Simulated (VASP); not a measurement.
# BN (F-43m) in VASP: further runs

Aim: see how the results for BN move with the level of theory and the settings. Levels: PBE, r2SCAN. Tasks: single point.

All numbers are computed with VASP 6.6.1; they aren't measurements. Logs are shortened: lines on timing, memory, paths and dates and some standing lists are left out, and cuts for length are marked.

**1. The cell of the first run**

The structure is cubic, space group F-43m (No. 216). Conventional cell: a = 3.610 Å, b = 3.610 Å, c = 3.610 Å, α = 90.00°, β = 90.00°, γ = 90.00°. Within 2.1 Å of B (site symmetry -43m) lie 4 N at 1.56 Å. Within 2.1 Å of N (site symmetry -43m) lie 4 B at 1.56 Å.

**2. Single point, PBE**

The input, INCAR:

```
SYSTEM = BN
ALGO = Normal ; EDIFF = 1E-6
ENCUT = 520 ; GGA = PE
ISIF = 2 ; ISMEAR = 0
LASPH = .TRUE. ; LCHARG = .FALSE.
LREAL = .FALSE. ; LWAVE = .FALSE.
NBANDS = 11 ; NELM = 100
PREC = Accurate ; SIGMA = 0.01
```

The input, KPOINTS:

```
k-points
0
G
  12 12 12
  0 0 0
```

The input, POSCAR:

```
BN
1.0
    0.0000000000      1.8048254656      1.8048254656
    1.8048254656      0.0000000000      1.8048254656
    1.8048254656      1.8048254656      0.0000000000
B N
1 1
Direct
    0.0000000000      0.0000000000      0.0000000000
    0.2500000000      0.2500000000      0.2500000000
```

Potentials or basis: VASP PAW PBE potentials, release 64 (B, N).

The run is started by

```sh
$ cat potpaw_PBE.64/B/POTCAR potpaw_PBE.64/N/POTCAR > POTCAR
$ mpirun -np 1 vasp_std > vasp.out
```

OUTCAR:

```text
SYSTEM = BN
   EDIFF = 1E-6
   ENCUT = 520
   GGA = PE
   ISIF = 2
   ISMEAR = 0
   LASPH = .TRUE.
   LREAL = .FALSE.
   NELM = 100
   PREC = Accurate

 ion  position               nearest neighbor table
   1  0.000  0.000  0.000-   2 1.56   2 1.56   2 1.56   2 1.56
   2  0.250  0.250  0.250-   1 1.56   1 1.56   1 1.56   1 1.56

  LATTYP: Found a face centered cubic cell.
 ALAT       =     3.6096509312

  Lattice vectors:

 A1 = (   0.0000000000,   1.8048254656,   1.8048254656)
 A2 = (   1.8048254656,   0.0000000000,   1.8048254656)
 A3 = (   1.8048254656,   1.8048254656,   0.0000000000)

Analysis of symmetry for initial positions (statically):
=====================================================================
 Subroutine PRICEL returns:
 Original cell was already a primitive cell.

 Routine SETGRP: Setting up the symmetry group for a
 face centered cubic supercell.

 Subroutine GETGRP returns: Found 24 space group operations
 (whereof 24 operations were pure point group operations)
 out of a pool of 48 trial point group operations.

The static configuration has the point symmetry T_d .

Analysis of symmetry for dynamics (positions and initial velocities):
=====================================================================
 Subroutine PRICEL returns:
 Original cell was already a primitive cell.

 Routine SETGRP: Setting up the symmetry group for a
 face centered cubic supercell.

 Subroutine GETGRP returns: Found 24 space group operations
 (whereof 24 operations were pure point group operations)
 out of a pool of 48 trial point group operations.

The dynamic configuration has the point symmetry T_d .

 Subroutine INISYM returns: Found 24 space group operations
 (whereof 24 operations are pure point group operations),
 and found     1 'primitive' translations

----------------------------------------------------------------------------------------

                                     Primitive cell

  volume of cell :      11.7581

  direct lattice vectors                    reciprocal lattice vectors
     0.000000000  1.804825466  1.804825466    -0.277035098  0.277035098  0.277035098
     1.804825466  0.000000000  1.804825466     0.277035098 -0.277035098  0.277035098
     1.804825466  1.804825466  0.000000000     0.277035098  0.277035098 -0.277035098

  length of vectors
     2.552408651  2.552408651  2.552408651     0.479838865  0.479838865  0.479838865

  position of ions in fractional coordinates (direct lattice)
     0.000000000  0.000000000  0.000000000
     0.250000000  0.250000000  0.250000000

  ion indices of the primitive-cell ions
   primitive index   ion index
                 1           1
                 2           2

----------------------------------------------------------------------------------------

 KPOINTS: k-points

Automatic generation of k-mesh.
 Grid dimensions read from file:
 generate k-points for:   12   12   12

 Generating k-lattice:

  Cartesian coordinates                     Fractional coordinates (reciprocal lattice)
    -0.023086258  0.023086258  0.023086258     0.083333333  0.000000000  0.000000000
     0.023086258 -0.023086258  0.023086258     0.000000000  0.083333333  0.000000000
     0.023086258  0.023086258 -0.023086258     0.000000000  0.000000000  0.083333333

  Length of vectors
     0.039986572  0.039986572  0.039986572

  Shift w.r.t. Gamma in fractional coordinates (k-lattice)
     0.000000000  0.000000000  0.000000000

 Subroutine IBZKPT returns following result:
 ===========================================

 Found     72 irreducible k-points:

 Following reciprocal coordinates:
            Coordinates               Weight
  0.000000  0.000000  0.000000      1.000000
  0.083333  0.000000  0.000000      8.000000
  0.166667  0.000000  0.000000      8.000000
  0.250000  0.000000  0.000000      8.000000
  0.333333  0.000000  0.000000      8.000000
  0.416667  0.000000  0.000000      8.000000
[... 16 lines left out ...]
  0.500000  0.166667  0.000000     24.000000
 -0.416667  0.166667  0.000000     24.000000
 [... further k-points ...]
   k-points           NKPTS =     72   k-points in BZ     NKDIM =     72   number of bands    NBANDS=     11
   number of dos      NEDOS =    301   number of ions     NIONS =      2
   total plane-waves  NPLWV =   8000
   dimension x,y,z NGX =    20 NGY =   20 NGZ =   20
   dimension x,y,z NGXF=    40 NGYF=   40 NGZF=   40
   ions per type =               1   1
   NGX,Y,Z   is equivalent  to a cutoff of  13.03, 13.03, 13.03 a.u.
   NGXF,Y,Z  is equivalent  to a cutoff of  26.05, 26.05, 26.05 a.u.
 SYSTEM =  BN
   PREC   = accura    normal or accurate (medium, high low for compatibility)
   ISTART =      0    job   : 0-new  1-cont  2-samecut
   ICHARG =      2    charge: 1-file 2-atom 10-const
   ISPIN  =      1    spin polarized calculation?
   LNONCOLLINEAR =      F non collinear calculations
   LSORBIT =      F    spin-orbit coupling
   LASPH  =      T    aspherical Exc in radial PAW
   ENCUT  =  520.0 eV  38.22 Ry    6.18 a.u.   4.75  4.75  4.75*2*pi/ulx,y,z
   NELM   =    100;   NELMIN=  2; NELMDL= -5     # of ELM steps
   EDIFF  = 0.1E-05   stopping-criterion for ELM
   LREAL  =      F    real-space projection
   EDIFFG = 0.1E-04   stopping-criterion for IOM
   NSW    =      0    number of steps for IOM
   IBRION =     -1    ionic relax: 0-MD 1-quasi-New 2-CG
   NFREE  =      0    steps in history (QN), initial steepest desc. (CG)
   ISIF   =      2    stress and relaxation
   ISYM   =      2    0-nonsym 1-usesym 2-fastsym
   POTIM  = 0.5000    time-step for ionic-motion
   TEBEG  =    0.0;   TEEND  =   0.0 temperature during run
   PSTRESS=    0.0 pullay stress
   NELECT =       8.0000    total number of electrons
   NUPDOWN=      -1.0000    fix difference up-down
   EMIN   =  10.00;   EMAX   =-10.00  energy-range for DOS
   EFERMI =   0.00;   METHOD = LEGACY
   ISMEAR =     0;   SIGMA  =   0.01  broadening in eV -4-tet -1-fermi 0-gaus
   EFERMI_NEDOS =   21; number of points for ismear=-14 and -15
   IALGO  =     38    algorithm
   IMIX   =      4    mixing-type and parameters
     AMIX     =   0.40;   BMIX     =  1.00
     AMIX_MAG =   1.60;   BMIX_MAG =  1.00
  volume/ion in A,a.u.               =       5.88        39.67
  Fermi-wavevector in a.u.,A,eV,Ry     =   1.439880  2.720979 28.208337  2.073254
  Thomas-Fermi vector in A             =   2.558686
   LORBIT       =      0    0 simple, 1 ext, 2 COOP (PROOUT), +10 PAW based schemes
   GGA     = PE    functional components
   LHFCALC =     F    Hartree Fock is set to
   AEXX    =    0.0000 exact exchange contribution
   IVDW    =     0    specifies the selected vdW correction
   LEPSILON=     F    determine dielectric tensor
   LRPA    =     F    only Hartree local field effects (RPA)
 non-spin polarized calculation
 Gauss-broadening in eV      SIGMA  =   0.01
  energy-cutoff  :      520.00
  volume of cell :       11.76
 maximum number of plane-waves:       332
   NGX =  9   NGY =  9   NGZ =  9

 number of electron       7.9999999 magnetization

 Free energy of the ion-electron system (eV)
  ---------------------------------------------------
  ext. energy  EPLUGINS =         0.00000000
  ---------------------------------------------------
  free energy    TOTEN  =       -17.44834621 eV

  energy without entropy =      -17.44834621  energy(sigma->0) =      -17.44834621

 E-fermi :   7.5592     XC(G=0): -12.8440

 val. band max:        7.4576988677   @ k =   0.0000   0.0000   0.0000
 cond. band min:      11.9217334503   @ k =   0.5000   0.5000   0.0000
 fundamental gap:      4.4640345826
 Fermi energy:         7.5591929012

 k-point     1 :       0.0000    0.0000    0.0000
  band No.  band energies     occupation
      1     -12.8236      2.00000
      2       7.4577      2.00000
      3       7.4577      2.00000
      4       7.4577      2.00000
      5      16.2988      0.00000
      6      16.2988      0.00000
      7      16.2988      0.00000
      8      17.8794      0.00000
      9      32.2937      0.00000
     10      35.2804      0.00000
     11      35.2804      0.00000

 k-point     2 :       0.0833    0.0000    0.0000
  band No.  band energies     occupation
      1     -12.6539      2.00000
      2       6.5427      2.00000
      3       7.2761      2.00000
      4       7.2761      2.00000
      5      16.5154      0.00000
      6      16.5743      0.00000
      7      16.5743      0.00000
      8      18.4380      0.00000
      9      32.0800      0.00000
     10      33.0627      0.00000
     11      33.0627      0.00000

 k-point     3 :       0.1667    0.0000    0.0000
  band No.  band energies     occupation
      1     -12.1512      2.00000
      2       4.4365      2.00000
      3       6.8344      2.00000
      4       6.8344      2.00000
      5      16.8412      0.00000
      6      17.2142      0.00000
      7      17.2142      0.00000
      8      19.7598      0.00000
      9      31.5025      0.00000
     10      31.5025      0.00000
     11      31.5136      0.00000

 k-point     4 :       0.2500    0.0000    0.0000
  band No.  band energies     occupation
      1     -11.3389      2.00000
      2       1.9622      2.00000
      3       6.3247      2.00000
      4       6.3247      2.00000
      5      17.1510      0.00000
      6      17.8244      0.00000
      7      17.8244      0.00000
      8      21.0875      0.00000
      9      30.9634      0.00000
     10      31.0995      0.00000
     11      31.0995      0.00000
[... 239 lines left out ...]
 k-point    22 :       0.4167    0.1667    0.0000
  band No.  band energies     occupation
      1      -9.3799      2.00000
      2      -0.7433      2.00000
      3       4.3124      2.00000
      4       4.4893      2.00000
      5      15.9859      0.00000
      6      19.9286      0.00000
      7      20.3788      0.00000
      8      21.2703      0.00000
      9      27.9036      0.00000
     10      33.7735      0.00000
     11      35.9368      0.00000

 k-point    23 :       0.5000    0.1667    0.0000
  band No.  band energies     occupation
      1      -8.4069      2.00000
      2      -2.3070      2.00000
      3       3.7240      2.00000
      4       4.5626      2.00000
      5      16.3405      0.00000
      6      19.8651      0.00000
      7      20.1321      0.00000
      8      22.5833      0.00000
      9      28.2787      0.00000
     10      33.9538      0.00000
     11      35.1408      0.00000

 k-point    24 :      -0.4167    0.1667    0.0000
  band No.  band energies     occupation
      1      -8.2202      2.00000
      2      -2.5773      2.00000
      3       3.3200      2.00000
      4       4.8792      2.00000
      5      16.7941      0.00000
      6      19.7198      0.00000
      7      19.7345      0.00000
      8      23.2067      0.00000
      9      28.5671      0.00000
     10      32.8642      0.00000
     11      34.2279      0.00000

 [... further k-points ...]

------------------------ aborting loop because EDIFF is reached ----------------------------------------

  FORCE on cell =-STRESS in cart. coord.  units (eV):
  Direction    XX          YY          ZZ          XY          YZ          ZX
  --------------------------------------------------------------------------------------
  -------------------------------------------------------------------------------------
  Total        0.3688427      0.3688427      0.3688427      0.0000000      0.0000000     -0.0000000
  in kB       50.2592686     50.2592686     50.2592686      0.0000000      0.0000000     -0.0000000
  external PRESSURE =      50.2592686 kB  Pullay stress =       0.0000000 kB

 VOLUME and BASIS-vectors are now :
 -----------------------------------------------------------------------------
  energy-cutoff  :      520.00
  volume of cell :       11.76
      direct lattice vectors                 reciprocal lattice vectors
     0.000000000  1.804825466  1.804825466    -0.277035098  0.277035098  0.277035098
     1.804825466  0.000000000  1.804825466     0.277035098 -0.277035098  0.277035098
     1.804825466  1.804825466  0.000000000     0.277035098  0.277035098 -0.277035098

 POSITION                                       TOTAL-FORCE (eV/Angst)
 -----------------------------------------------------------------------------------
      0.00000      0.00000      0.00000        -0.000000     -0.000000     -0.000000
      0.90241      0.90241      0.90241         0.000000      0.000000      0.000000
 -----------------------------------------------------------------------------------
    total drift:                                0.000000      0.000000      0.000000

  FREE ENERGIE OF THE ION-ELECTRON SYSTEM (eV)
  ---------------------------------------------------
  free  energy   TOTEN  =       -17.4483462121 eV

  energy  without entropy=      -17.4483462121  energy(sigma->0) =      -17.44834621
```

Run time: 9.1 s. Hardware: 1 thread of Intel Xeon Platinum 8488C (Sapphire Rapids), shared host; peak memory 0.12 GiB.

Results:

| Property | Result |
| --- | --- |
| Free energy | -17.4483 eV |
| Pressure | 5.0 GPa |
| Band gap on the k mesh | 4.46 eV, indirect (least direct gap 8.84 eV) |

A k mesh can miss the band edges. A hybrid or GW would open this gap; PBE tends to underestimate it.

**3. Single point, r2SCAN (volume changed by -6%)**

The input, POSCAR:

```
BN
1.0
    0.0000000000      1.7679819548      1.7679819548
    1.7679819548      0.0000000000      1.7679819548
    1.7679819548      1.7679819548      0.0000000000
B N
1 1
Direct
    0.0000000000      0.0000000000      0.0000000000
    0.2500000000      0.2500000000      0.2500000000
```

The input, INCAR.step1:

```
SYSTEM = BN
  PREC = Accurate
  ENCUT = 520
  ISMEAR = 0
  SIGMA = 0.01
  LREAL = .FALSE.
  LASPH = .TRUE.
  NELM = 60
  NBANDS = 11
  GGA = PE
  ALGO = Normal
  EDIFF = 1E-4
  LWAVE = .TRUE.
  LCHARG = .FALSE.
```

The input, INCAR.step2:

```
SYSTEM = BN
  PREC = Accurate
  ENCUT = 520
  EDIFF = 1E-6
  ISMEAR = 0
  SIGMA = 0.01
  LREAL = .FALSE.
  LASPH = .TRUE.
  NELM = 60
  ALGO = Normal
  ISIF = 2
  LWAVE = .FALSE.
  LCHARG = .TRUE.
  METAGGA = R2SCAN
  LMIXTAU = .TRUE.
  LELF = .TRUE.
  LVHAR = .TRUE.
  NBANDS = 11
  ISTART = 1
```

The input, KPOINTS:

```
regular mesh
0
G
  10 10 10
  0 0 0
```

Potentials or basis: VASP PAW PBE potentials, release 64 (B, N).

The run is started by

```sh
$ cat potpaw_PBE.64/B/POTCAR potpaw_PBE.64/N/POTCAR > POTCAR
$ cp INCAR.step1 INCAR
$ mpirun -np 1 vasp_std > vasp.out
$ cp INCAR.step2 INCAR
$ mpirun -np 1 vasp_std > vasp.out
```

Run time: 25 s. Hardware: 1 thread of Intel Xeon Platinum 8488C (Sapphire Rapids), shared host; peak memory 0.12 GiB.

The run converged. Its results:

| Property | Result |
| --- | --- |
| Free energy | -19.1073 eV |
| Pressure | 28.5 GPa |
| Band gap on the k mesh | 5.05 eV, indirect (least direct gap 9.85 eV) |

Levels at points of the mesh, in eV from the valence-band top:
| k point | band 1 | band 2 | band 3 | band 4 | band 5 | band 6 | band 7 | band 8 | band 9 |
| --- | --- | --- | --- | --- | --- | --- | --- | --- | --- |
| (0.00, 0.00, 0.00) | -22.08 | 0.00 | 0.00 | 0.00 | 9.85 | 9.85 | 9.85 | 12.23 | 27.47 |
| (0.50, 0.00, 0.00) | -17.46 | -11.72 | -2.15 | -2.15 | 11.70 | 11.84 | 11.84 | 17.13 | 25.93 |
| (0.50, 0.50, 0.00) | -15.94 | -9.78 | -5.44 | -5.44 | 5.05 | 10.20 | 20.35 | 20.35 | 23.43 |

Caveat: the PAW data sets were made with another functional, which shifts forces and pressure a little.

(Continued in part 2 of 2.)
